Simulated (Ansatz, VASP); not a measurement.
**Two plane-wave programs on Sc3Al**

```
Sc Al
1.0
     4.37479    0.00000    0.00000
     0.00000    4.37479    0.00000
     0.00000    0.00000    4.30917
Sc Al
3 1
Direct
  0.50000 0.00000 0.50000
  0.00000 0.50000 0.50000
  0.50000 0.50000 0.00000
  0.00000 0.00000 0.00000
```

Change from the starting cell: strain +0.000 along x and y, -0.015 along z, atoms carried along.

Alike in both runs: task single point; functional PBEsol; k mesh 12 × 12 × 12; occupations gaussian, width 0.15 eV; no spin polarisation.

|  | VASP | Ansatz |
| --- | --- | --- |
| version | VASP 6.6.1 | Ansatz 0.2.0 |
| potentials or method | VASP PAW PBE potentials, release 64 (Sc_sv, Al), cutoff 520 eV | scalar-relativistic, plane waves, PAW |
| valence electrons in the cell | 36 | 36 |

```tsv
	VASP	Ansatz	Ansatz less VASP
gap on the k mesh at the Fermi level (eV)	none	none	-
pressure (GPa)	1.2	1.1	-0.08
traceless stress, the component that is largest in VASP (GPa)	0.67	0.67	-0.001
```

VASP's potentials were made for PBE, not for PBEsol. A gap of «none» marks a metal or a gap that the smearing closes.
